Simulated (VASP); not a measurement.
Here is a VASP 6.6.1 calculation.

POSCAR

```
W
1.0
    2.8328813836      0.0000000000      0.0000000000
    0.0000000000      4.9040690957      0.0000000000
    0.0000000000      0.0000000000      4.9643935809
W
4
Direct
    0.7931700000      0.5631600000      0.2500000000
    0.2068300000      0.0631600000      0.2500000000
    0.2068300000      0.4368400000      0.7500000000
    0.7931700000      0.9368400000      0.7500000000
```

INCAR.step1

```
SYSTEM = W
ALGO = Normal ; EDIFF = 1E-4
ENCUT = 520 ; GGA = PE
ISMEAR = 1 ; LASPH = .True.
LCHARG = .False. ; LREAL = .False.
LWAVE = .True. ; NBANDS = 36
NELM = 80 ; PREC = Accurate
SIGMA = 0.1
```

Contents of INCAR.step2:

```
SYSTEM = W
ALGO = Normal ; EDIFF = 1E-6
ENCUT = 520 ; ISIF = 2
ISMEAR = 1 ; ISTART = 1
LASPH = .True. ; LCHARG = .True.
LELF = .True. ; LMIXTAU = .True.
LREAL = .False. ; LVHAR = .True.
LWAVE = .False. ; METAGGA = R2SCAN
NBANDS = 36 ; NELM = 80
PREC = Accurate ; SIGMA = 0.1
```

The input KPOINTS:

```
k-points
0
Gamma
  8 5 5
  0 0 0
```

Potentials or basis: VASP PAW PBE potentials, release 64 (W_sv).

Run with:

```bash
$ cat potpaw_PBE.64/W_sv/POTCAR > POTCAR
$ cp INCAR.step1 INCAR
$ mpirun -np 1 vasp_std > vasp.out
$ cp INCAR.step2 INCAR
$ mpirun -np 1 vasp_std > vasp.out
```

(1) Estimate the band gap on the k mesh.

(2) Estimate the largest force.

(3) Estimate the pressure.

Answers

(1) zero (band 28 reaches 10.69 eV, above the bottom of band 29 at 9.57 eV).

(2) 0.274 eV/Å.

(3) -12.2 GPa.

Caveat: the PAW data sets were made with another functional, which shifts forces and pressure a little; spin-orbit coupling is left out, which moves the levels of the heavy elements.
